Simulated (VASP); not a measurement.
Write the native input for VASP 6.6.1 that does the following.

```
Task                   : single point
Functional             : PBE
Potentials or basis    : VASP PAW PBE potentials, release 64 (Li_sv, F)
Cutoff                 : 520 eV
k mesh                 : 9 × 9 × 6
Occupations            : gaussian, width 0.05 eV
Spin                   : no spin polarisation
Dipole correction      : no
Further INCAR settings : ALGO = Normal; EDIFF = 1e-07; NBANDS = 18
```

The structure of LiF lies in POSCAR:

```
LiF
1.0
    3.2313338059      0.0000000000      0.0000000000
   -1.6156669029      2.7984171640      0.0000000000
    0.0000000000      0.0000000000      4.7707412311
Li F
2 2
Direct
    0.3333333333      0.6666666667      0.3810713234
    0.6666666667      0.3333333333      0.8810713234
    0.3333333333      0.6666666667      0.9939266766
    0.6666666667      0.3333333333      0.4939266766
```

This cell differs from its parent crystal: volume 10.785 Å^3 an atom, c/a of the conventional cell 1.4764.

One way to write it, as run:

INCAR

```
PREC     = Accurate       # precision mode
ENCUT    = 520            # plane-wave cutoff, eV
EDIFF    = 1E-7           # SCF threshold, eV
ISMEAR   = 0              # smearing method
SIGMA    = 0.05           # smearing width, eV
LREAL    = F              # projectors in reciprocal space
LASPH    = T              # aspherical terms in the spheres
NELM     = 100            # most SCF steps
ALGO     = Normal         # electronic algorithm
ISIF     = 2              # what is computed and relaxed
LWAVE    = F              # write WAVECAR
LCHARG   = T              # write CHGCAR
GGA      = PE             # functional
LELF     = T              # ELF
LVHAR    = T            
NBANDS   = 18             # bands
```

KPOINTS

```
regular mesh
0
Gamma
  9 9 6
```

Potentials or basis: VASP PAW PBE potentials, release 64 (Li_sv, F).

Command:

```bash
$ cat potpaw_PBE.64/Li_sv/POTCAR potpaw_PBE.64/F/POTCAR > POTCAR
$ mpirun -np 1 vasp_std > vasp.out
```

Results of the run:

- Largest force: 0.193 eV/Å
- Band gap on the k mesh: 7.34 eV, direct

It took 12 s on 1 thread of Intel(R) Xeon(R) 6975P-C (Granite Rapids), on a shared host, peak memory 0.16 GiB.
